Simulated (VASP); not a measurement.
Wanted: the native input for a VASP 6.6.1 run.

```yaml
Task: single point
Functional: PBEsol
Potentials_or_basis: VASP PAW PBE potentials, release 64 (Sc_sv, Al)
Cutoff: 520 eV
k_mesh: 6 × 6 × 6
Occupations: gaussian, width 0.2 eV
Spin: no spin polarisation
Dipole_correction: no
Further_INCAR_settings: ALGO = Normal; EDIFF = 1e-06; NBANDS = 14
```

The structure of ScAl lies in POSCAR:

```
ScAl
1.0
    3.3703489700      0.0000000000      0.0000000000
    0.0000000000      3.3703489700      0.0000000000
    0.0000000000      0.0000000000      3.3703489700
Sc Al
1 1
Direct
    0.5000000000      0.5000000000      0.5000000000
    0.0000000000      0.0000000000      0.0000000000
```

One way to write it, as run:

INCAR

```
ALGO = Normal
EDIFF = 1E-6
ENCUT = 520
GGA = PS
ISIF = 2
ISMEAR = 0
LASPH = True
LCHARG = True
LELF = True
LREAL = False
LVHAR = True
LWAVE = False
NBANDS = 14
NELM = 100
PREC = Accurate
SIGMA = 0.2
```

KPOINTS

```
k-points
0
Gamma
  6 6 6
```

Potentials or basis: VASP PAW PBE potentials, release 64 (Sc_sv, Al).

Launch:

```sh
$ cat potpaw_PBE.64/Sc_sv/POTCAR potpaw_PBE.64/Al/POTCAR > POTCAR
$ mpirun -np 1 vasp_std > vasp.out
```

It gave:

* Pressure: -1.6 GPa
* Band gap on the k mesh: zero (band 7 reaches 6.23 eV, above the bottom of band 8 at 5.12 eV)

Caveat: the PAW data sets were made with another functional, which shifts forces and pressure a little.

It took 21 s on 1 thread of Intel Xeon 8259CL (shared host), peak memory 0.16 GiB.
